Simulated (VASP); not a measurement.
A run of VASP 6.6.1 is set up as follows.

File INCAR:

```
PREC     = Accurate       # precision mode
ENCUT    = 500            # plane-wave cutoff, eV
EDIFF    = 1E-6           # SCF threshold, eV
ISMEAR   = 0              # smearing method
SIGMA    = 0.02           # smearing width, eV
LREAL    = False          # projectors in reciprocal space
LASPH    = True           # aspherical terms in the spheres
NELM     = 120            # most SCF steps
ALGO     = Normal         # electronic algorithm
ISIF     = 2              # what is computed and relaxed
LWAVE    = False          # write WAVECAR
LCHARG   = False          # write CHGCAR
GGA      = PS             # functional
NBANDS   = 11             # bands
GGA_COMPAT= False
```

Contents of KPOINTS:

```
Automatic mesh
0
Gamma
  9 9 9
```

POSCAR

```
Si
1.0
    0.0452805072      2.7485267854      2.7485267854
    2.7485267854      0.0452805072      2.7485267854
    2.7485267854      2.7485267854      0.0452805072
Si
2
Direct
    0.0010424718      0.0010424718      0.0010424718
    0.2489575282      0.2489575282      0.2489575282
```

Potentials or basis: VASP PAW PBE potentials, release 64 (Si).

Launch:

```sh
$ cat potpaw_PBE.64/Si/POTCAR > POTCAR
$ mpirun -np 1 vasp_std > vasp.out
```

(1) Estimate the band gap on the k mesh.

(2) What does it give for the pressure?

## Answers

(1) 0.38 eV (least direct gap 2.16 eV).

(2) -0.8 GPa.

Caveat: the cell differs from its parent crystal (strained cell); the PAW data sets were made with another functional, which shifts forces and pressure a little.
